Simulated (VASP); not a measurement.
Input of a VASP 6.6.1 run:

POSCAR

```
MgO
1.0
    0.0000000000      2.1021086852      2.1021086852
    2.1021086852      0.0000000000      2.1021086852
    2.1021086852      2.1021086852      0.0000000000
Mg O
1 1
Direct
    0.0297320497     -0.0297320497      0.0297320497
    0.5000000000      0.5000000000      0.5000000000
```

INCAR.step1

```
  PREC = Accurate
  ENCUT = 520
  ISMEAR = 0
  SIGMA = 0.05
  LREAL = False
  LASPH = True
  NELM = 80
  NBANDS = 11
  GGA = PE
  ALGO = Normal
  EDIFF = 1E-4
  LWAVE = True
  LCHARG = False
```

File INCAR.step2:

```
  PREC = Accurate
  ENCUT = 520
  EDIFF = 1E-6
  ISMEAR = 0
  SIGMA = 0.05
  LREAL = False
  LASPH = True
  NELM = 80
  ALGO = Normal
  ISIF = 2
  LWAVE = False
  LCHARG = False
  METAGGA = R2SCAN
  LMIXTAU = True
  NBANDS = 11
  ISTART = 1
```

KPOINTS

```
regular mesh
0
Gamma
  10 10 10
```

Potentials or basis: VASP PAW PBE potentials, release 64 (Mg, O).

Launch:

```bash
$ cat potpaw_PBE.64/Mg/POTCAR potpaw_PBE.64/O/POTCAR > POTCAR
$ cp INCAR.step1 INCAR
$ mpirun -np 1 vasp_std > vasp.out
$ cp INCAR.step2 INCAR
$ mpirun -np 1 vasp_std > vasp.out
```

Question: Estimate the band gap on the k mesh.

Answer: 5.65 eV, direct.

Question: Estimate the largest force.

Answer: 0.793 eV/Å.

Question: Predict the pressure.

Answer: 0.5 GPa.

Stress tensor (GPa, compression positive):
```
-1.50  0.00  0.00
 0.00  4.54  0.00
 0.00  0.00 -1.50
```

Caveat: the cell differs from its parent crystal (all Mg atoms moved +0.125 Å, as atom 1 along Cartesian [0 1 0]); the PAW data sets were made with another functional, which shifts forces and pressure a little.
